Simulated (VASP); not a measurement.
# Cs (Im-3m) in VASP: a series of runs, part 2 of 2

VASP 6.6.1.

**5. Single point, PBE**

INCAR

```
SYSTEM = Cs
PREC = Accurate ; ENCUT = 520
EDIFF = 1E-7 ; ISMEAR = -1
SIGMA = 0.1 ; LREAL = .FALSE.
LASPH = .TRUE. ; NELM = 100
ALGO = Fast ; ISIF = 2
LWAVE = .FALSE. ; LCHARG = .FALSE.
GGA = PE ; NBANDS = 10
```

KPOINTS

```
Automatic mesh
0
G
  7 7 7
  0 0 0
```

POSCAR

```
Cs
1.0
   -3.1284650614      3.1284650614      3.1284650614
    3.1284650614     -3.1284650614      3.1284650614
    3.1284650614      3.1284650614     -3.1284650614
Cs
1
Direct
    0.0000000000      0.0000000000      0.0000000000
```

Potentials or basis: VASP PAW PBE potentials, release 64 (Cs_sv).

On the command line:

```sh
> cat potpaw_PBE.64/Cs_sv/POTCAR > POTCAR
> mpirun -np 1 vasp_std > vasp.out
```

OUTCAR:

```text
SYSTEM = Cs
   PREC = Accurate
   ENCUT = 520
   EDIFF = 1E-7
   ISMEAR = -1
   LREAL = .FALSE.
   LASPH = .TRUE.
   NELM = 100
   ISIF = 2
   GGA = PE

 ion  position               nearest neighbor table
   1  0.000  0.000  0.000-

  LATTYP: Found a body centered cubic cell.
 ALAT       =     6.2569301228

  Lattice vectors:

 A1 = (  -3.1284650614,   3.1284650614,   3.1284650614)
 A2 = (   3.1284650614,  -3.1284650614,   3.1284650614)
 A3 = (   3.1284650614,   3.1284650614,  -3.1284650614)

Analysis of symmetry for initial positions (statically):
=====================================================================
 Subroutine PRICEL returns:
 Original cell was already a primitive cell.

 Routine SETGRP: Setting up the symmetry group for a
 body centered cubic supercell.

 Subroutine GETGRP returns: Found 48 space group operations
 (whereof 48 operations were pure point group operations)
 out of a pool of 48 trial point group operations.

The static configuration has the point symmetry O_h .

Analysis of symmetry for dynamics (positions and initial velocities):
=====================================================================
 Subroutine PRICEL returns:
 Original cell was already a primitive cell.

 Routine SETGRP: Setting up the symmetry group for a
 body centered cubic supercell.

 Subroutine GETGRP returns: Found 48 space group operations
 (whereof 48 operations were pure point group operations)
 out of a pool of 48 trial point group operations.

The dynamic configuration has the point symmetry O_h .

 Subroutine INISYM returns: Found 48 space group operations
 (whereof 48 operations are pure point group operations),
 and found     1 'primitive' translations

----------------------------------------------------------------------------------------

[... 106 lines left out ...]
  volume/ion in A,a.u.               =     122.48       826.51
  Fermi-wavevector in a.u.,A,eV,Ry     =   0.685706  1.295796  6.397353  0.470192
  Thomas-Fermi vector in A             =   1.765724
   LORBIT       =      0    0 simple, 1 ext, 2 COOP (PROOUT), +10 PAW based schemes
   GGA     = PE    functional components
   LHFCALC =     F    Hartree Fock is set to
   AEXX    =    0.0000 exact exchange contribution
   IVDW    =     0    specifies the selected vdW correction
   LEPSILON=     F    determine dielectric tensor
   LRPA    =     F    only Hartree local field effects (RPA)
 non-spin polarized calculation
 RMM-DIIS sequential band-by-band and
  energy-cutoff  :      520.00
  volume of cell :      122.48
 maximum number of plane-waves:      3322
   NGX = 21   NGY = 21   NGZ = 21

 number of electron       8.9999999 magnetization

 Free energy of the ion-electron system (eV)
  ---------------------------------------------------
  ext. energy  EPLUGINS =         0.00000000
  ---------------------------------------------------
  free energy    TOTEN  =        -0.87116064 eV

  energy without entropy =       -0.83215482  energy(sigma->0) =       -0.85165773

 E-fermi :   0.2952     XC(G=0):  -5.2512

 val. band max:        0.2884292225   @ k =  -0.2857   0.4286   0.1429
 cond. band min:       0.3701436716   @ k =  -0.4286   0.4286   0.1429
 fundamental gap:      0.0817144491
 Fermi energy:         0.2951542211

 k-point     1 :       0.0000    0.0000    0.0000
  band No.  band energies     occupation
      1     -23.5927      2.00000
      2     -10.3442      2.00000
      3     -10.3442      2.00000
      4     -10.3442      2.00000
      5      -1.3122      2.00000
      6       2.7562      0.00000
      7       2.7562      0.00000
      8       2.7562      0.00000
      9       3.5688      0.00000
     10       3.5688      0.00000
[... 235 lines left out ...]
 k-point    20 :      -0.4286    0.4286    0.4286
  band No.  band energies     occupation
      1     -23.5843      2.00000
      2     -10.4228      2.00000
      3     -10.4193      2.00000
      4     -10.4193      2.00000
      5       0.9646      0.00247
      6       1.0715      0.00085
      7       2.8667      0.00000
      8       2.9941      0.00000
      9       2.9941      0.00000
     10       4.4330      0.00000

------------------------ aborting loop because EDIFF is reached ----------------------------------------

  FORCE on cell =-STRESS in cart. coord.  units (eV):
  Direction    XX          YY          ZZ          XY          YZ          ZX
  --------------------------------------------------------------------------------------
  -------------------------------------------------------------------------------------
  Total       -0.0708545     -0.0708545     -0.0708545     -0.0000000     -0.0000000     -0.0000000
  in kB       -0.9268817     -0.9268817     -0.9268817     -0.0000000     -0.0000000     -0.0000000
  external PRESSURE =      -0.9268817 kB  Pullay stress =       0.0000000 kB

 VOLUME and BASIS-vectors are now :
 -----------------------------------------------------------------------------
  energy-cutoff  :      520.00
  volume of cell :      122.48
      direct lattice vectors                 reciprocal lattice vectors
    -3.128465061  3.128465061  3.128465061     0.000000000  0.159822785  0.159822785
     3.128465061 -3.128465061  3.128465061     0.159822785  0.000000000  0.159822785
     3.128465061  3.128465061 -3.128465061     0.159822785  0.159822785  0.000000000

 POSITION                                       TOTAL-FORCE (eV/Angst)
 -----------------------------------------------------------------------------------
      0.00000      0.00000      0.00000        -0.000000      0.000000     -0.000000
 -----------------------------------------------------------------------------------
    total drift:                               -0.000000     -0.000000     -0.000000

  FREE ENERGIE OF THE ION-ELECTRON SYSTEM (eV)
  ---------------------------------------------------
  free  energy   TOTEN  =        -0.8711606442 eV

  energy  without entropy=       -0.8321548199  energy(sigma->0) =       -0.85165773
```

OSZICAR:

```text
N       E                     dE             d eps       ncg     rms          rms(c)
DAV:   1     0.542929045359E+02    0.54293E+02   -0.29131E+03   400   0.629E+02
DAV:   2     0.434884754865E+01   -0.49944E+02   -0.48740E+02   540   0.107E+02
DAV:   3    -0.793126315580E+00   -0.51420E+01   -0.51371E+01   460   0.408E+01
DAV:   4    -0.868721432489E+00   -0.75595E-01   -0.75582E-01   534   0.572E+00
DAV:   5    -0.869074952652E+00   -0.35352E-03   -0.35351E-03   542   0.340E-01    0.129E-01
RMM:   6    -0.869881041966E+00   -0.80609E-03   -0.95113E-04   418   0.157E-01    0.909E-02
RMM:   7    -0.871109426180E+00   -0.12284E-02   -0.40567E-03   430   0.318E-01    0.343E-02
RMM:   8    -0.871156398689E+00   -0.46973E-04   -0.21501E-04   509   0.919E-02    0.485E-03
RMM:   9    -0.871160054007E+00   -0.36553E-05   -0.43100E-05   559   0.326E-02    0.189E-03
RMM:  10    -0.871160627435E+00   -0.57343E-06   -0.86775E-06   586   0.139E-02    0.107E-03
RMM:  11    -0.871160482131E+00    0.14530E-06   -0.14744E-06   601   0.613E-03    0.324E-04
RMM:  12    -0.871160678290E+00   -0.19616E-06   -0.31435E-07   492   0.282E-03    0.187E-04
RMM:  13    -0.871160644176E+00    0.34114E-07   -0.57169E-08   406   0.122E-03
   1 F= -.87116064E+00 E0= -.85165773E+00  d E =-.390058E-01
```

stdout:

```text
POSCAR found type information on POSCAR Cs
 POSCAR found :  1 types and       1 ions
 scaLAPACK will be used
 LDA part: xc-table for (Slater+PW92), standard interpolation
 POSCAR, INCAR and KPOINTS ok, starting setup
 FFT: planning ... GRIDC
 FFT: planning ... GRID_SOFT
 FFT: planning ... GRID
 WAVECAR not read
 entering main loop
```

It took 20 s on 1 thread of Intel Xeon Platinum 8488C (Sapphire Rapids), shared host; peak memory 0.22 GiB.

Results:

* Free energy: -0.8712 eV
* Pressure: -0.1 GPa
* Band gap on the k mesh: zero (an odd number of electrons rules out a gap without spin polarisation)

Levels at points of the mesh, in eV from the Fermi level:
```csv
k point,band 2,band 3,band 4,band 5,band 6,band 7,band 8,band 9
"(0.00, 0.00, 0.00)",-10.64,-10.64,-10.64,-1.61,2.46,2.46,2.46,3.27
```

Caveat: spin-orbit coupling is left out, which moves the levels of the heavy elements.

**6. The runs side by side**

```tsv
level	k mesh	cutoff (eV)	smearing	gap on the mesh (eV)	pressure (GPa)
PBEsol+D3(BJ)	6 × 6 × 6	500	gaussian 0.15 eV	none	-0.3
PBEsol+D3(BJ)	6 × 6 × 6	520	tetrahedron	none	-0.4
PBE	6 × 6 × 6	520	fermi-dirac 0.1 eV	none	-0.1
PBE	7 × 7 × 7	520	fermi-dirac 0.1 eV	none	-0.1
```

Alike in all rows: task single point; potentials or basis VASP PAW PBE potentials, release 64 (Cs_sv); no spin polarisation; cell as given.

Caveats: spin-orbit coupling is left out, which moves the levels of the heavy elements; the PAW data sets were made with another functional, which shifts forces and pressure a little (at least some runs); three body term missing (at least some runs).

Total energies depend on the potentials used, so only differences within one code and one set of settings carry meaning.
